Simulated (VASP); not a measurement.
# Mo (P6_3/mmc) in VASP: a series of runs, part 2 of 2

VASP 6.6.1.

## 3. Single point, PBE

The input, INCAR:

```
SYSTEM = Mo
PREC = Accurate
ENCUT = 520
EDIFF = 1E-6
ISMEAR = 0
SIGMA = 0.05
LREAL = .False.
LASPH = .True.
NELM = 100
ALGO = Normal
ISIF = 2
LWAVE = .False.
LCHARG = .False.
GGA = PE
NBANDS = 21
```

The input, KPOINTS:

```
Automatic mesh
0
Gamma
  18 18 10
  0 0 0
```

The input, POSCAR:

```
Mo
1.0
    2.7560734924      0.0000000000      0.0000000000
   -1.3780367462      2.3868296591      0.0000000000
    0.0000000000      0.0000000000      4.9001104548
Mo
2
Direct
    0.3333333333      0.6666666667      0.7500000000
    0.6666666667      0.3333333333      0.2500000000
```

Potentials or basis: VASP PAW PBE potentials, release 64 (Mo_sv).

Run with:

```sh
$ cat potpaw_PBE.64/Mo_sv/POTCAR > POTCAR
$ mpirun -np 1 vasp_std > vasp.out
```

OUTCAR:

```text
SYSTEM = Mo
   PREC = Accurate
   ENCUT = 520
   EDIFF = 1E-6
   ISMEAR = 0
   LREAL = .False.
   LASPH = .True.
   NELM = 100
   ISIF = 2
   GGA = PE

 ion  position               nearest neighbor table
   1  0.333  0.667  0.750-   2 2.92   2 2.92   2 2.92   2 2.92   2 2.92   2 2.92
   2  0.667  0.333  0.250-   1 2.92   1 2.92   1 2.92   1 2.92   1 2.92   1 2.92

  LATTYP: Found a hexagonal cell.
 ALAT       =     2.7560734924
 C/A-ratio  =     1.7779317091

  Lattice vectors:

 A1 = (   2.7560734924,   0.0000000000,   0.0000000000)
 A2 = (  -1.3780367462,   2.3868296591,   0.0000000000)
 A3 = (   0.0000000000,   0.0000000000,   4.9001104548)

Analysis of symmetry for initial positions (statically):
=====================================================================
 Subroutine PRICEL returns:
 Original cell was already a primitive cell.

 Routine SETGRP: Setting up the symmetry group for a
 hexagonal supercell.

 Subroutine GETGRP returns: Found 24 space group operations
 (whereof 12 operations were pure point group operations)
 out of a pool of 24 trial point group operations.

The static configuration has the point symmetry D_3d.
 The point group associated with its full space group is D_6h.

Analysis of symmetry for dynamics (positions and initial velocities):
=====================================================================
 Subroutine PRICEL returns:
 Original cell was already a primitive cell.

 Routine SETGRP: Setting up the symmetry group for a
 hexagonal supercell.

 Subroutine GETGRP returns: Found 24 space group operations
 (whereof 12 operations were pure point group operations)
 out of a pool of 24 trial point group operations.

The dynamic configuration has the point symmetry D_3d.
 The point group associated with its full space group is D_6h.

 Subroutine INISYM returns: Found 24 space group operations
 (whereof 12 operations are pure point group operations),
 and found     1 'primitive' translations

----------------------------------------------------------------------------------------

[... 110 lines left out ...]
   IMIX   =      4    mixing-type and parameters
     AMIX     =   0.40;   BMIX     =  1.00
     AMIX_MAG =   1.60;   BMIX_MAG =  1.00
  volume/ion in A,a.u.               =      16.12       108.76
  Fermi-wavevector in a.u.,A,eV,Ry     =   1.562026  2.951800 33.197181  2.439924
  Thomas-Fermi vector in A             =   2.665005
   LORBIT       =      0    0 simple, 1 ext, 2 COOP (PROOUT), +10 PAW based schemes
   GGA     = PE    functional components
   LHFCALC =     F    Hartree Fock is set to
   AEXX    =    0.0000 exact exchange contribution
   IVDW    =     0    specifies the selected vdW correction
   LEPSILON=     F    determine dielectric tensor
   LRPA    =     F    only Hartree local field effects (RPA)
 non-spin polarized calculation
 Gauss-broadening in eV      SIGMA  =   0.05
  energy-cutoff  :      520.00
  volume of cell :       32.23
 maximum number of plane-waves:       894
   NGX = 11   NGY = 11   NGZ = 19

 number of electron      27.9999995 magnetization

 Free energy of the ion-electron system (eV)
  ---------------------------------------------------
  ext. energy  EPLUGINS =         0.00000000
  ---------------------------------------------------
  free energy    TOTEN  =       -20.99812711 eV

  energy without entropy =      -20.99410947  energy(sigma->0) =      -20.99611829

 E-fermi :  11.8322     XC(G=0): -13.1953

 val. band max:       11.8316387090   @ k =   0.3889   0.2222   0.0000
 cond. band min:      11.8360223585   @ k =   0.1111   0.0556   0.2000
 fundamental gap:      0.0043836495
 Fermi energy:        11.8321999588

 k-point     1 :       0.0000    0.0000    0.0000
  band No.  band energies     occupation
      1     -49.0425      2.00000
      2     -48.8882      2.00000
      3     -23.6015      2.00000
      4     -22.5633      2.00000
      5     -22.3904      2.00000
      6     -22.3904      2.00000
[... 565 lines left out ...]
     20      20.5686      0.00000
     21      22.9742      0.00000

 [... further k-points ...]

------------------------ aborting loop because EDIFF is reached ----------------------------------------

  FORCE on cell =-STRESS in cart. coord.  units (eV):
  Direction    XX          YY          ZZ          XY          YZ          ZX
  --------------------------------------------------------------------------------------
  -------------------------------------------------------------------------------------
  Total        0.1021250      0.1021250      0.0693636      0.0000000      0.0000000      0.0000000
  in kB        5.0760340      5.0760340      3.4476566      0.0000000      0.0000000      0.0000000
  external PRESSURE =       4.5332415 kB  Pullay stress =       0.0000000 kB

 VOLUME and BASIS-vectors are now :
 -----------------------------------------------------------------------------
  energy-cutoff  :      520.00
  volume of cell :       32.23
      direct lattice vectors                 reciprocal lattice vectors
     2.756073492  0.000000000  0.000000000     0.362835027  0.209482901  0.000000000
    -1.378036746  2.386829659  0.000000000     0.000000000  0.418965801  0.000000000
     0.000000000  0.000000000  4.900110455     0.000000000  0.000000000  0.204077032

 POSITION                                       TOTAL-FORCE (eV/Angst)
 -----------------------------------------------------------------------------------
     -0.00000      1.59122      3.67508        -0.000000      0.000000      0.000000
      1.37804      0.79561      1.22503         0.000000      0.000000      0.000000
 -----------------------------------------------------------------------------------
    total drift:                                0.000000     -0.000000      0.000000

  FREE ENERGIE OF THE ION-ELECTRON SYSTEM (eV)
  ---------------------------------------------------
  free  energy   TOTEN  =       -20.9981271099 eV

  energy  without entropy=      -20.9941094651  energy(sigma->0) =      -20.99611829
```

OSZICAR:

```text
N       E                     dE             d eps       ncg     rms          rms(c)
DAV:   1     0.296944900703E+03    0.29694E+03   -0.18139E+04  9348   0.140E+03
DAV:   2    -0.157936043658E+02   -0.31274E+03   -0.30499E+03 10652   0.442E+02
DAV:   3    -0.221899934925E+02   -0.63964E+01   -0.63040E+01 10663   0.646E+01
DAV:   4    -0.222209350512E+02   -0.30942E-01   -0.30931E-01 10129   0.476E+00
DAV:   5    -0.222211596769E+02   -0.22463E-03   -0.22462E-03 10785   0.386E-01    0.189E+01
DAV:   6    -0.211501671134E+02    0.10710E+01   -0.20536E+00 10114   0.124E+01    0.514E+00
DAV:   7    -0.210064910438E+02    0.14368E+00   -0.39576E-01 10779   0.496E+00    0.111E+00
DAV:   8    -0.209980758161E+02    0.84152E-02   -0.92571E-03  9692   0.897E-01    0.250E-01
DAV:   9    -0.209980987178E+02   -0.22902E-04   -0.35149E-04 10995   0.185E-01    0.937E-02
DAV:  10    -0.209981243887E+02   -0.25671E-04   -0.29883E-05  9979   0.484E-02    0.203E-02
DAV:  11    -0.209981272815E+02   -0.28928E-05   -0.52415E-06 10639   0.209E-02    0.591E-03
DAV:  12    -0.209981271099E+02    0.17161E-06   -0.13588E-07  5302   0.336E-03
   1 F= -.20998127E+02 E0= -.20996118E+02  d E =-.401764E-02
```

It took 45 s on 1 thread of Intel Xeon Platinum 8488C (Sapphire Rapids), shared host; peak memory 0.23 GiB.

Results:

| Property | Result |
| --- | --- |
| Free energy | -20.9981 eV |
| Pressure | 0.5 GPa |
| Band gap on the k mesh | zero (band 14 reaches 13.06 eV, above the bottom of band 15 at 11.21 eV) |

Levels at points of the mesh, in eV from the Fermi level:
| k point | band 10 | band 11 | band 12 | band 13 | band 14 | band 15 | band 16 | band 17 | band 18 | band 19 |
| --- | --- | --- | --- | --- | --- | --- | --- | --- | --- | --- |
| (0.00, 0.00, 0.00) | -4.72 | -1.74 | -0.66 | -0.66 | -0.17 | -0.17 | 0.57 | 1.43 | 1.43 | 3.33 |
| (0.50, 0.00, 0.00) | -4.17 | -4.10 | -1.19 | -0.41 | -0.34 | -0.23 | 3.62 | 4.43 | 4.67 | 5.80 |
| (0.00, 0.00, 0.50) | -5.16 | -1.91 | -1.91 | -0.62 | -0.62 | -0.62 | -0.62 | 2.68 | 2.68 | 2.68 |
| (0.50, 0.00, 0.50) | -4.69 | -3.29 | -3.29 | 1.21 | 1.21 | 1.75 | 1.75 | 4.56 | 4.56 | 4.58 |

## 4. Relaxation of cell and atoms, PBE

This run uses another cell than the first one, of 15.63 Å³/atom, 0.970 times its volume.

The input, INCAR:

```
SYSTEM = Mo
PREC = Accurate
ENCUT = 600
EDIFF = 1E-6
ISMEAR = 0
SIGMA = 0.05
LREAL = .False.
LASPH = .True.
NELM = 100
ALGO = Normal
ISIF = 3
LWAVE = .False.
LCHARG = .False.
GGA = PE
IBRION = 2
NSW = 80
EDIFFG = -0.01
```

KPOINTS is that of step 3.

The input, POSCAR:

```
Mo
1.0
    2.8061338809      0.0000000000      0.0000000000
   -1.4030669405      2.4301832273      0.0000000000
    0.0000000000      0.0000000000      4.5833520055
Mo
2
Direct
    0.3333333333      0.6666666667      0.7500000000
    0.6666666667      0.3333333333      0.2500000000
```

Run with:

```sh
$ cat potpaw_PBE.64/Mo_sv/POTCAR > POTCAR
$ mpirun -np 1 vasp_std > vasp.out
```

Run time: 5.3 min. Hardware: 1 thread of Intel Xeon Platinum 8488C (Sapphire Rapids), shared host; peak memory 0.27 GiB.

The run converged. Its results:

```yaml
Free_energy: -20.9972 eV
Relaxed_volume: 16.14 Å³/atom
Relaxed_cell: a = 2.758 Å, b = 2.758 Å, c = 4.902 Å, α = 90.00°, β = 90.00°, γ = 120.00°
Space_group_after_relaxing_to_0.05_Å: P6_3/mmc (No. 194)
Energy_gained_by_relaxing: 41.2 meV/atom
Ionic_steps: 11
Pressure_after_relaxing: 0.0 GPa
Band_gap_on_the_k_mesh: zero (band 14 reaches 13.04 eV, above the bottom of band 15 at 11.19 eV)
```

Step by step:
| step | energy change (eV) | largest force (eV/Å) | pressure (GPa) | volume (Å³) |
| --- | --- | --- | --- | --- |
| 1 | 0.0000 | 0.0000 | 6.29 | 31.26 |
| 2 | 0.0559 | 0.0000 | -12.80 | 34.11 |
| 3 | -0.0187 | 0.0000 | -0.86 | 32.19 |
| 4 | -0.0455 | 0.0000 | -1.97 | 32.40 |
| 5 | -0.0726 | 0.0000 | -2.93 | 32.63 |
| 6 | -0.0454 | 0.0000 | -3.50 | 33.02 |
| 7 | -0.0775 | 0.0000 | -3.31 | 32.74 |
| 8 | -0.0703 | 0.0000 | 3.99 | 31.86 |
| 9 | -0.0817 | 0.0000 | -0.65 | 32.40 |
| 10 | -0.0824 | 0.0000 | -0.08 | 32.30 |
| 11 | -0.0825 | 0.0000 | 0.00 | 32.28 |

Final structure:
```xyz
2
Lattice="2.7576 0.0000 0.0000 -1.3788 2.3881 0.0000 0.0000 0.0000 4.9024" Properties=species:S:1:pos:R:3 pbc="T T T"
Mo    0.0000    1.5921    3.6768
Mo    1.3788    0.7960    1.2256
```

Levels at points of the mesh, in eV from the Fermi level:
```csv
k point,band 11,band 12,band 13,band 14,band 15,band 16,band 17,band 18
"(0.00, 0.00, 0.00)",-1.73,-0.66,-0.66,-0.16,-0.16,0.57,1.43,1.43
"(0.50, 0.00, 0.00)",-4.09,-1.19,-0.40,-0.34,-0.23,3.61,4.42,4.66
"(0.00, 0.00, 0.50)",-1.91,-1.91,-0.62,-0.62,-0.62,-0.62,2.68,2.68
"(0.50, 0.00, 0.50)",-3.29,-3.29,1.21,1.21,1.75,1.75,4.55,4.55
```
